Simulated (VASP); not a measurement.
Set up this calculation in VASP 6.6.1, as the native input.

- Task: single point
- Functional: r2SCAN
- Potentials or basis: VASP PAW PBE potentials, release 64 (In_d, P)
- Cutoff: 520 eV
- k mesh: 6 × 6 × 6
- Occupations: fermi-dirac, width 0.05 eV
- Spin: non-collinear spin, zero start, spin-orbit coupling
- Starting moments: [[0.0, 0.0, 0.0], [0.0, 0.0, 0.0]] μB
- Dipole correction: no
- Further INCAR settings: ALGO = Normal; EDIFF = 1e-06; NBANDS = 30

InP:

```
CELL_PARAMETERS angstrom
0.00000 2.76883 2.76883
2.76883 0.00000 2.76883
2.76883 2.76883 0.00000
ATOMIC_POSITIONS crystal
In 0.00000 0.00000 0.00000
P 0.50000 0.50000 0.50000
```

One way to write it, as run:

POSCAR

```
InP
1.0
    0.0000000000      2.7688340000      2.7688340000
    2.7688340000      0.0000000000      2.7688340000
    2.7688340000      2.7688340000      0.0000000000
In P
1 1
Direct
    0.0000000000      0.0000000000      0.0000000000
    0.5000000000      0.5000000000      0.5000000000
```

INCAR.step1

```
SYSTEM = InP
ALGO = Normal ; EDIFF = 1E-4
ENCUT = 520 ; GGA = PE
GGA_COMPAT = .False. ; ISMEAR = -1
LASPH = .True. ; LCHARG = .False.
LREAL = .False. ; LSORBIT = .True.
LWAVE = .True. ; MAGMOM = 0 0 0 0 0 0
NBANDS = 30 ; NELM = 150
PREC = Accurate ; SIGMA = 0.05
```

INCAR.step2

```
SYSTEM = InP
ALGO = Normal ; EDIFF = 1E-6
ENCUT = 520 ; GGA_COMPAT = .False.
ISIF = 2 ; ISMEAR = -1
ISTART = 1 ; LASPH = .True.
LCHARG = .False. ; LMIXTAU = .True.
LORBIT = 11 ; LORBMOM = .True.
LREAL = .False. ; LSORBIT = .True.
LWAVE = .False. ; MAGMOM = 0 0 0 0 0 0
METAGGA = R2SCAN ; NBANDS = 30
NELM = 150 ; PREC = Accurate
SIGMA = 0.05
```

KPOINTS

```
k-points
0
Gamma
  6 6 6
  0 0 0
```

Potentials or basis: VASP PAW PBE potentials, release 64 (In_d, P).

Launch:

```console
$ cat potpaw_PBE.64/In_d/POTCAR potpaw_PBE.64/P/POTCAR > POTCAR
$ cp INCAR.step1 INCAR
$ mpirun -np 1 vasp_ncl > vasp.out
$ cp INCAR.step2 INCAR
$ mpirun -np 1 vasp_ncl > vasp.out
```

It gave:

- Pressure: -1.5 GPa
- Net moment: 0.00 μB per cell
- Valence electrons inside the program's atomic spheres: In 11.36; P 2.48

Caveat: the PAW data sets were made with another functional, which shifts forces and pressure a little.

Run time: 120 s on 1 thread of Intel(R) Xeon(R) 6975P-C (Granite Rapids) (shared host), peak memory 0.33 GiB.
